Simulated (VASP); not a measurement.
The system is HfN.

```
Hf N
1.0
     3.13391    0.00000    0.00000
    -1.56695    2.71404    0.00000
     0.00000    0.00000    5.41677
Hf N
2 2
Cartesian
  1.5670 0.9047 4.0626
  0.0000 1.8094 1.3542
  0.0000 0.0000 0.0000
  0.0000 0.0000 2.7084
```

| Quantity | Value |
| --- | --- |
| Program | VASP 6.6.1 |
| Task | relaxation of cell and atoms |
| Functional | LDA |
| Potentials or basis | VASP PAW LDA potentials, release 64 (Hf_pv, N) |
| Cutoff | 600 eV |
| k mesh | 9 × 9 × 5 |
| Occupations | methfessel-paxton, width 0.05 eV |
| Spin | no spin polarisation |

At the start: pressure -10.1 GPa; volume 11.52 Å³/atom.

Where does the relaxation end?

Over 4 steps the energy falls by 13.4 meV/atom and the volume is 11.11 Å³/atom (-3.6 %); space group P6_3/mmc (No. 194, to 0.05 Å).

Step by step:
| step | energy change (eV) | largest force (eV/Å) | pressure (GPa) | volume (Å³) |
| --- | --- | --- | --- | --- |
| 1 | 0.0000 | 0.0000 | -10.15 | 46.07 |
| 2 | 0.1706 | 0.0000 | 25.05 | 41.38 |
| 3 | -0.0537 | 0.0000 | -0.25 | 44.47 |
| 4 | -0.0538 | 0.0000 | -0.02 | 44.43 |

Final structure:
```xyz
4
Lattice="3.0969 0.0000 0.0000 -1.5485 2.6820 0.0000 0.0000 0.0000 5.3497" Properties=species:S:1:pos:R:3 pbc="T T T"
Hf    1.5485    0.8940    4.0122
Hf    0.0000    1.7880    1.3374
N     1.5485    2.6820    5.3497
N     1.5485    2.6820    2.6748
```
